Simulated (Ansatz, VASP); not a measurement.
**SrO: VASP beside Ansatz**

INCAR

```
PREC = Accurate
ENCUT = 520
EDIFF = 1E-8
ISMEAR = -1
SIGMA = 0.02
LREAL = False
LASPH = True
NELM = 80
ALGO = Normal
ISIF = 2
LWAVE = False
LCHARG = False
GGA = CA
LEFG = True
NBANDS = 15
```

Contents of KPOINTS:

```
regular mesh
0
Gamma
  8 8 8
```

File POSCAR:

```
SrO
1.0
    0.0000000000      2.5868190390      2.5868190390
    2.5868190390      0.0000000000      2.5868190390
    2.5868190390      2.5868190390      0.0000000000
Sr O
1 1
Direct
    0.0000000000      0.0000000000      0.0000000000
    0.5000000000      0.5000000000      0.5000000000
```

Input for Ansatz:

```yaml
crystal:
  lattice:
    - [0.0, 2.586819039, 2.586819039]
    - [2.586819039, 0.0, 2.586819039]
    - [2.586819039, 2.586819039, 0.0]
  atoms:
    - { symbol: Sr, position: [0.0, 0.0, 0.0] }
    - { symbol: O, position: [0.5, 0.5, 0.5] }
kpoints:
  mp_grid: { grid: [8, 8, 8] }
scf:
  occupations: { method: fermi_dirac, width: 0.02 }
hamiltonian:
  xc: lda
  pseudopotentials: { kind: paw }
output:
  forces: true
  stress: true
  eigenvalues: true
  efg: { contact_densities: true }
  write_density: true
  write_potential: true
  elf: true
  volumetric_format: npy
```

Change from the starting cell: volume scaled by 1.02, PAW files.

Alike in both runs: task electric field gradients; functional LDA; k mesh 8 × 8 × 8; occupations fermi-dirac, width 0.02 eV; no spin polarisation.

|  | VASP | Ansatz |
| --- | --- | --- |
| version | VASP 6.6.1 | Ansatz 0.2.0 |
| potentials or method | VASP PAW LDA potentials, release 64 (Sr_sv, O) | PAW with Ansatz's default frozen-core files, scalar-relativistic |
| plane-wave cutoff (eV) | 520 | 420 |
| valence electrons in the cell | 16 | 16 |

|  | VASP | Ansatz | Ansatz less VASP |
| --- | --- | --- | --- |
| gap on the k mesh at the Fermi level (eV) | 3.11 | 3.17 | +0.055 |
| pressure (GPa) | -5.1 | -5.8 | -0.64 |

LDA's correlation is that of Perdew and Zunger in VASP and of Perdew and Wang (1992) in Ansatz.
